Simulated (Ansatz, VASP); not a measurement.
One calculation of Mg, two programs

```
Mg
1.0
     2.73271   -3.56090    0.00000
     2.73271    3.56090    0.00000
     0.00000    0.00000    5.04729
Mg
4
Direct
  0.85584 0.14416 0.25000
  0.14416 0.85584 0.75000
  0.48655 0.51345 0.25000
  0.51345 0.48655 0.75000
```

Alike in both runs: task single point; functional PBEsol; k mesh 10 × 10 × 8; occupations gaussian, width 0.1 eV; no spin polarisation.

|  | VASP | Ansatz |
| --- | --- | --- |
| version | VASP 6.6.1 | Ansatz 0.2.0 |
| potentials or method | VASP PAW PBE potentials, release 64 (Mg), cutoff 520 eV | scalar-relativistic, plane waves, PAW |
| valence electrons in the cell | 8 | 40 |

```tsv
	VASP	Ansatz	Ansatz less VASP
gap on the k mesh at the Fermi level (eV)	none	none	-
pressure (GPa)	5.2	5.2	-0.06
traceless stress, the component that is largest in VASP (GPa)	-2.92	-2.87	+0.049
rms of the force components (eV/Å)	0.590	0.584	-0.0065
```

VASP's potentials were made for PBE, not for PBEsol. Atom by atom the forces differ by 0.007 eV/Å (rms over components). A gap of «none» marks a metal or a gap that the smearing closes. With one functional, cell and mesh, what is left measures potentials, basis and numerics. VASP's potentials hold 8 valence electrons a cell and Ansatz's 40, so a difference there can come from the potentials and not from the codes.
